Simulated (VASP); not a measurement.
# CdSe (wurtzite type) (P6_3mc) in VASP: relaxation of cell and atoms with PBE

Aim: the relaxation of cell and atoms of CdSe (wurtzite type) with PBE.

All numbers are computed with VASP 6.6.1; they aren't measurements. Logs are shortened: lines on timing, memory, paths and dates and some standing lists are left out, and cuts for length are marked.

## Step 1: The cell of the first run

Symmetry: P6_3mc, No. 186, hexagonal system. Conventional cell: a = 3.925 Å, b = 3.925 Å, c = 6.398 Å, α = 90.00°, β = 90.00°, γ = 120.00°. Cd (site symmetry 3m) has 4 Se at 2.40 to 2.41 Å within 3.2 Å. Se (site symmetry 3m) has 4 Cd at 2.40 to 2.41 Å within 3.2 Å.

## Step 2: Relaxation of cell and atoms, PBE, target pressure 22 GPa, at which the enthalpy is minimised

Input file INCAR:

```
  ALGO = Normal
  EDIFF = 1E-7
  EDIFFG = -0.005
  ENCUT = 500
  GGA = PE
  GGA_COMPAT = F
  IBRION = 2
  ISIF = 3
  ISMEAR = -1
  LASPH = T
  LCHARG = F
  LREAL = F
  LWAVE = F
  NELM = 120
  NELMIN = 4
  NSW = 60
  PREC = Accurate
  PSTRESS = 220.0
  SIGMA = 0.1
```

Input file KPOINTS:

```
k-points
0
Gamma
  9 9 5
```

Input file POSCAR:

```
CdSe
1.0
    3.9249896145      0.0000000000      0.0000000000
   -1.9624948072      3.3991407157      0.0000000000
    0.0000000000      0.0000000000      6.3977330716
Cd Se
2 2
Direct
    0.3333333333      0.6666666667      0.0000000000
    0.6666666667      0.3333333333      0.5000000000
    0.3333333333      0.6666666667      0.3760000000
    0.6666666667      0.3333333333      0.8760000000
```

Potentials or basis: VASP PAW PBE potentials, release 64 (Cd, Se).

Launch:

```sh
cat potpaw_PBE.64/Cd/POTCAR potpaw_PBE.64/Se/POTCAR > POTCAR
mpirun -np 1 vasp_std > vasp.out
```

OUTCAR:

```text
EDIFF = 1E-7
   EDIFFG = -0.005
   ENCUT = 500
   GGA = PE
   IBRION = 2
   ISIF = 3
   ISMEAR = -1
   LASPH = T
   LREAL = F
   NELM = 120
   NELMIN = 4
   NSW = 60
   PREC = Accurate
   PSTRESS = 220.0

 ion  position               nearest neighbor table
   1  0.333  0.667  0.000-   4 2.40   4 2.40   4 2.40   3 2.41
   2  0.667  0.333  0.500-   3 2.40   3 2.40   3 2.40   4 2.41
   3  0.333  0.667  0.376-   2 2.40   2 2.40   2 2.40   1 2.41
   4  0.667  0.333  0.876-   1 2.40   1 2.40   1 2.40   2 2.41

  LATTYP: Found a hexagonal cell.
 ALAT       =     3.9249896145
 C/A-ratio  =     1.6300000000

  Lattice vectors:

 A1 = (   3.9249896145,   0.0000000000,   0.0000000000)
 A2 = (  -1.9624948072,   3.3991407157,   0.0000000000)
 A3 = (   0.0000000000,   0.0000000000,   6.3977330716)

Analysis of symmetry for initial positions (statically):
=====================================================================
 Subroutine PRICEL returns:
 Original cell was already a primitive cell.

 Routine SETGRP: Setting up the symmetry group for a
 hexagonal supercell.

 Subroutine GETGRP returns: Found 12 space group operations
 (whereof  6 operations were pure point group operations)
 out of a pool of 24 trial point group operations.

The static configuration has the point symmetry C_3v.
 The point group associated with its full space group is C_6v.

Analysis of symmetry for dynamics (positions and initial velocities):
=====================================================================
 Subroutine PRICEL returns:
 Original cell was already a primitive cell.

 Routine SETGRP: Setting up the symmetry group for a
 hexagonal supercell.

 Subroutine GETGRP returns: Found 12 space group operations
 (whereof  6 operations were pure point group operations)
 out of a pool of 24 trial point group operations.

The dynamic configuration has the point symmetry C_3v.
 The point group associated with its full space group is C_6v.

 Subroutine INISYM returns: Found 12 space group operations
 (whereof  6 operations are pure point group operations),
 and found     1 'primitive' translations

----------------------------------------------------------------------------------------

                                     Primitive cell

  volume of cell :      85.3559

  direct lattice vectors                    reciprocal lattice vectors
     3.924989614  0.000000000  0.000000000     0.254777744  0.147095999  0.000000000
    -1.962494807  3.399140716  0.000000000     0.000000000  0.294191998  0.000000000
     0.000000000  0.000000000  6.397733072     0.000000000  0.000000000  0.156305365

  length of vectors
     3.924989614  3.924989614  6.397733072     0.294191998  0.294191998  0.156305365

  position of ions in fractional coordinates (direct lattice)
     0.333333333  0.666666667  0.000000000
     0.666666667  0.333333333  0.500000000
     0.333333333  0.666666667  0.376000000
     0.666666667  0.333333333  0.876000000

  ion indices of the primitive-cell ions
   primitive index   ion index
                 1           1
                 2           2
                 3           3
                 4           4

----------------------------------------------------------------------------------------

 KPOINTS: k-points

Automatic generation of k-mesh.
 Grid dimensions read from file:
 generate k-points for:    9    9    5

 Generating k-lattice:

  Cartesian coordinates                     Fractional coordinates (reciprocal lattice)
     0.028308638  0.016344000  0.000000000     0.111111111  0.000000000  0.000000000
     0.000000000  0.032688000  0.000000000     0.000000000  0.111111111  0.000000000
     0.000000000  0.000000000  0.031261073     0.000000000  0.000000000  0.200000000

  Length of vectors
     0.032688000  0.032688000  0.031261073

  Shift w.r.t. Gamma in fractional coordinates (k-lattice)
     0.000000000  0.000000000  0.000000000

 Subroutine IBZKPT returns following result:
 ===========================================

 Found     36 irreducible k-points:

 Following reciprocal coordinates:
            Coordinates               Weight
  0.000000  0.000000  0.000000      1.000000
  0.111111  0.000000  0.000000      6.000000
  0.222222 -0.000000  0.000000      6.000000
  0.333333  0.000000  0.000000      6.000000
  0.444444 -0.000000  0.000000      6.000000
  0.111111  0.111111  0.000000      6.000000
[... 16 lines left out ...]
  0.333333  0.222222  0.200000     24.000000
  0.333333  0.333333  0.200000      4.000000
 [... further k-points ...]
   k-points           NKPTS =     36   k-points in BZ     NKDIM =     36   number of bands    NBANDS=     22
   number of dos      NEDOS =    301   number of ions     NIONS =      4
   total plane-waves  NPLWV =  43200
   dimension x,y,z NGX =    30 NGY =   30 NGZ =   48
   dimension x,y,z NGXF=    60 NGYF=   60 NGZF=   96
   ions per type =               2   2
   NGX,Y,Z   is equivalent  to a cutoff of  12.71, 12.71, 12.47 a.u.
   NGXF,Y,Z  is equivalent  to a cutoff of  25.41, 25.41, 24.95 a.u.
 SYSTEM =  unknown system
   PREC   = accura    normal or accurate (medium, high low for compatibility)
   ISTART =      0    job   : 0-new  1-cont  2-samecut
   ICHARG =      2    charge: 1-file 2-atom 10-const
   ISPIN  =      1    spin polarized calculation?
   LNONCOLLINEAR =      F non collinear calculations
   LSORBIT =      F    spin-orbit coupling
   LASPH  =      T    aspherical Exc in radial PAW
   ENCUT  =  500.0 eV  36.75 Ry    6.06 a.u.   7.16  7.16 11.66*2*pi/ulx,y,z
   NELM   =    120;   NELMIN=  4; NELMDL= -5     # of ELM steps
   EDIFF  = 0.1E-06   stopping-criterion for ELM
   LREAL  =      F    real-space projection
   EDIFFG = -.5E-02   stopping-criterion for IOM
   NSW    =     60    number of steps for IOM
   IBRION =      2    ionic relax: 0-MD 1-quasi-New 2-CG
   NFREE  =      1    steps in history (QN), initial steepest desc. (CG)
   ISIF   =      3    stress and relaxation
   ISYM   =      2    0-nonsym 1-usesym 2-fastsym
   POTIM  = 0.5000    time-step for ionic-motion
   TEBEG  =    0.0;   TEEND  =   0.0 temperature during run
   PSTRESS=  220.0 pullay stress
   NELECT =      36.0000    total number of electrons
   NUPDOWN=      -1.0000    fix difference up-down
   EMIN   =  10.00;   EMAX   =-10.00  energy-range for DOS
   EFERMI =   0.00;   METHOD = LEGACY
   ISMEAR =    -1;   SIGMA  =   0.10  broadening in eV -4-tet -1-fermi 0-gaus
   EFERMI_NEDOS =   21; number of points for ismear=-14 and -15
   IALGO  =     38    algorithm
   IMIX   =      4    mixing-type and parameters
     AMIX     =   0.40;   BMIX     =  1.00
     AMIX_MAG =   1.60;   BMIX_MAG =  1.00
  volume/ion in A,a.u.               =      21.34       144.00
  Fermi-wavevector in a.u.,A,eV,Ry     =   1.227716  2.320046 20.507862  1.507285
  Thomas-Fermi vector in A             =   2.362668
   LORBIT       =      0    0 simple, 1 ext, 2 COOP (PROOUT), +10 PAW based schemes
   GGA     = PE    functional components
   LHFCALC =     F    Hartree Fock is set to
   AEXX    =    0.0000 exact exchange contribution
   IVDW    =     0    specifies the selected vdW correction
   LEPSILON=     F    determine dielectric tensor
   LRPA    =     F    only Hartree local field effects (RPA)
 conjugate gradient relaxation of ions
 non-spin polarized calculation
  energy-cutoff  :      500.00
  volume of cell :       85.36
 maximum number of plane-waves:      2193
 NGX is ok and might be reduce to    30
   NGX = 15   NGY = 15   NGZ = 23

--------------------------------------- Ionic step        1  -------------------------------------------

 number of electron      35.9999988 magnetization

 Free energy of the ion-electron system (eV)
  ---------------------------------------------------
  ext. energy  EPLUGINS =         0.00000000
  ---------------------------------------------------
  free energy    TOTEN  =        -8.40779560 eV

  energy without entropy =       -8.40775893  energy(sigma->0) =       -8.40777726

 E-fermi :   4.3304     XC(G=0): -10.2061

 val. band max:        3.6147815856   @ k =   0.0000   0.0000   0.0000
 cond. band min:       4.8666483728   @ k =   0.0000   0.0000   0.0000
 fundamental gap:      1.2518667872
 Fermi energy:         4.3304196147

 k-point     1 :       0.0000    0.0000    0.0000
  band No.  band energies     occupation
      1     -11.0071      2.00000
      2     -10.3278      2.00000
      3      -5.7397      2.00000
      4      -5.7283      2.00000
      5      -5.7283      2.00000
      6      -5.5959      2.00000
[... 574 lines left out ...]
      6      -5.2590      2.00000
[... 14 lines left out ...]
     21       8.7885      0.00000
     22      10.7160      0.00000

 [... further k-points ...]

------------------------ aborting loop because EDIFF is reached ----------------------------------------

  FORCE on cell =-STRESS in cart. coord.  units (eV):
  Direction    XX          YY          ZZ          XY          YZ          ZX
  --------------------------------------------------------------------------------------
  -------------------------------------------------------------------------------------
  Total       17.6443527     17.6443527     17.7859084      0.0000000      0.0000000      0.0000000
  in kB      331.1940616    331.1940616    333.8511387      0.0000000      0.0000000      0.0000000
  external PRESSURE =     112.0797540 kB  Pullay stress =     220.0000000 kB
[... 99 lines left out ...]
  FREE ENERGIE OF THE ION-ELECTRON SYSTEM (eV)
  ---------------------------------------------------
  free  energy   TOTEN  =        -9.5378438147 eV

  energy  without entropy=       -9.5377662835  energy(sigma->0) =       -9.53780505

  enthalpy is  TOTEN    =         3.1016186434 eV   P V=       12.6394624581

[... ionic steps 4 to 20 ...]

--------------------------------------- Ionic step       21  -------------------------------------------

 number of electron      35.9999996 magnetization

------------------------ aborting loop because EDIFF is reached ----------------------------------------

  FORCE on cell =-STRESS in cart. coord.  units (eV):
  Direction    XX          YY          ZZ          XY          YZ          ZX
  --------------------------------------------------------------------------------------
  -------------------------------------------------------------------------------------
  Total       12.5196422     12.5196422     12.9269288      0.0000000     -0.0000000      0.0000000
  in kB      219.9317181    219.9317179    227.0864941      0.0000001     -0.0000000      0.0000000
  external PRESSURE =       2.3166434 kB  Pullay stress =     220.0000000 kB
[... 65 lines left out ...]
  enthalpy is  TOTEN    =         3.0933899113 eV   P V=       12.5403520790

--------------------------------------- Ionic step       23  -------------------------------------------

 number of electron      35.9999994 magnetization

 Free energy of the ion-electron system (eV)
  ---------------------------------------------------
  ext. energy  EPLUGINS =         0.00000000
  ---------------------------------------------------
  free energy    TOTEN  =        -9.45708769 eV

  energy without entropy =       -9.45690939  energy(sigma->0) =       -9.45699854

 E-fermi :   3.5039     XC(G=0):  -9.8786

 val. band max:        2.9652816332   @ k =   0.0000   0.0000   0.0000
 cond. band min:       3.8529371387   @ k =   0.0000   0.0000   0.0000
 fundamental gap:      0.8876555055
 Fermi energy:         3.5039316594

 k-point     1 :       0.0000    0.0000    0.0000
  band No.  band energies     occupation
      1     -11.1555      2.00000
      2     -10.5905      2.00000
      3      -6.1173      2.00000
      4      -5.9886      2.00000
      5      -5.9886      2.00000
      6      -5.8601      2.00000
[... 574 lines left out ...]
      6      -5.6448      2.00000
[... 14 lines left out ...]
     21       7.6084      0.00000
     22      10.0818      0.00000

 [... further k-points ...]

------------------------ aborting loop because EDIFF is reached ----------------------------------------

  FORCE on cell =-STRESS in cart. coord.  units (eV):
  Direction    XX          YY          ZZ          XY          YZ          ZX
  --------------------------------------------------------------------------------------
  -------------------------------------------------------------------------------------
  Total       12.5337444     12.5337444     12.5425980      0.0000000      0.0000000      0.0000000
  in kB      219.7079028    219.7079025    219.8631006      0.0000001      0.0000000      0.0000000
  external PRESSURE =      -0.2403647 kB  Pullay stress =     220.0000000 kB
[... 19 lines left out ...]
  FREE ENERGIE OF THE ION-ELECTRON SYSTEM (eV)
  ---------------------------------------------------
  free  energy   TOTEN  =        -9.4570876919 eV

  energy  without entropy=       -9.4569093924  energy(sigma->0) =       -9.45699854

  enthalpy is  TOTEN    =         3.0933200924 eV   P V=       12.5504077844

 reached required accuracy - stopping structural energy minimisation
```

Run time: 14 min. Hardware: 1 thread of Intel Xeon 6975P-C, shared host; peak memory 0.25 GiB.

Results:

| Item | Value |
| --- | --- |
| Free energy | -9.4571 eV |
| Relaxed volume | 22.85 Å³/atom |
| Relaxed cell | a = 3.933 Å, b = 3.933 Å, c = 6.821 Å, α = 90.00°, β = 90.00°, γ = 120.00° |
| Space group after relaxing (to 0.05 Å) | P6_3mc (No. 186) |
| Energy change on relaxing (the enthalpy is what falls) | -262.3 meV/atom |
| Ionic steps | 23 |
| Pressure after relaxing | 22.0 GPa |
| Band gap on the k mesh | 0.89 eV, direct |

The path:
```csv
step,energy change (eV),largest force (eV/Å),pressure (GPa),volume (Å³)
1,0.0000,0.0484,33.21,85.36
2,-2.2617,0.0032,7.59,105.16
3,-1.1300,0.0238,21.58,92.05
4,-1.0938,0.0243,21.97,91.78
5,-1.0757,0.0246,22.16,91.65
6,-1.0763,0.0354,22.15,91.65
7,-1.0780,0.0679,22.14,91.66
8,-1.0850,0.0531,22.06,91.71
9,-1.1058,0.0084,21.83,91.86
10,-1.1037,0.0018,21.86,91.84
11,-1.0974,0.0178,21.91,91.79
12,-1.0843,0.0597,22.03,91.69
13,-1.0560,0.1535,22.26,91.49
14,-1.0740,0.0942,22.12,91.62
15,-1.0735,0.0934,22.12,91.61
16,-1.0720,0.0912,22.13,91.60
17,-1.0687,0.0867,22.15,91.57
18,-1.0619,0.0790,22.17,91.51
19,-1.0466,0.0696,22.22,91.39
20,-1.0093,0.0761,22.23,91.11
21,-1.0219,0.0725,22.23,91.20
22,-1.0392,0.0270,22.07,91.33
23,-1.0493,0.0004,21.98,91.40
```

Final structure:
```cif
data_structure
_symmetry_space_group_name_H-M 'P 1'
_symmetry_Int_Tables_number 1
_cell_length_a 3.9334
_cell_length_b 3.9334
_cell_length_c 6.8215
_cell_angle_alpha 90.000
_cell_angle_beta 90.000
_cell_angle_gamma 120.000
_cell_volume 91.40
loop_
_atom_site_label
_atom_site_type_symbol
_atom_site_fract_x
_atom_site_fract_y
_atom_site_fract_z
_atom_site_occupancy
Cd1 Cd 0.33333 0.66667 0.00893 1
Cd2 Cd 0.66667 0.33333 0.50893 1
Se1 Se 0.33333 0.66667 0.36707 1
Se2 Se 0.66667 0.33333 0.86707 1
```

Caveat: the cell is relaxed towards a set pressure, so the enthalpy falls and the energy may rise.
